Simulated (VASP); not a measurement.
Ge, 4 atoms in the cell. The structure is orthorhombic, space group Fmmm (No. 69). The conventional cell has a = 5.261 Å, b = 5.771 Å, c = 10.231 Å, α = 90.00°, β = 90.00°, γ = 90.00°. Within 3.6 Å of Ge (site symmetry mm2) lie 8 Ge at 2.71 to 3.17 Å. Within 3.4 Å of Ge (site symmetry m2m) lie 8 Ge at 2.61 to 3.17 Å. 

```yaml
Program: VASP 6.6.1
Task: single point
Functional: PBEsol
Potentials_or_basis: VASP PAW PBE potentials, release 64 (Ge_d)
Cutoff: 520 eV
k_mesh: 6 × 6 × 6
Occupations: fermi-dirac, width 0.05 eV
Spin: no spin polarisation
Dipole_correction: no
Further_INCAR_settings: ALGO = Normal; EDIFF = 1e-07; NBANDS = 36
```

Potentials or basis: VASP PAW PBE potentials, release 64 (Ge_d).

Command:

```console
$ cat potpaw_PBE.64/Ge_d/POTCAR > POTCAR
$ mpirun -np 1 vasp_std > vasp.out
```

Hardware: 1 thread of Intel(R) Xeon(R) 6975P-C (Granite Rapids) (shared host).

**Question.** Estimate the wall time of this run.

**Answer.** It took 100 s on 1 thread of Intel(R) Xeon(R) 6975P-C (Granite Rapids), on a shared host, peak memory 0.27 GiB. Counts: scf iterations 15, k points 46.
